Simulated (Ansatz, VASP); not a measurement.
# Si2BN: VASP beside Ansatz

```xyz
4
Lattice="3.2046 0.0000 0.0000 0.0000 3.2046 0.0000 0.0000 0.0000 4.3277" Properties=species:S:1:pos:R:3 pbc="T T T"
Si    1.6023    0.0000    1.0810
Si    0.0000    1.6023    3.2467
B     1.6023    1.6023    0.0000
N     0.0000    0.0000    2.1639
```

Change from the starting cell: the structure that the rattled cell fell into.

Alike in both runs: task relaxation of cell and atoms; functional PBE; k mesh 14 × 14 × 12; occupations gaussian, width 0.1 eV; no spin polarisation.

|  | VASP | Ansatz |
| --- | --- | --- |
| version | VASP 6.6.1 | Ansatz 0.2.0 |
| potentials or method | VASP PAW PBE potentials, release 64 (Si, B, N), cutoff 600 eV | scalar-relativistic, plane waves, PAW |
| valence electrons in the cell | 16 | 16 |

Ansatz gave:

| Quantity | Value |
| --- | --- |
| gap on the k mesh at the Fermi level, each at its own relaxed structure (eV) | none |
| relaxed volume (Å³/atom) | 11.10 |
| relaxed length of the cell vector where the two differ most in proportion (Å) | 3.206 |

Which values does VASP return?

gap on the k mesh at the Fermi level, each at its own relaxed structure (eV): none; relaxed volume (Å³/atom): 11.10; relaxed length of the cell vector where the two differ most in proportion (Å): 3.205.

A gap of «none» marks a metal or a gap that the smearing closes.
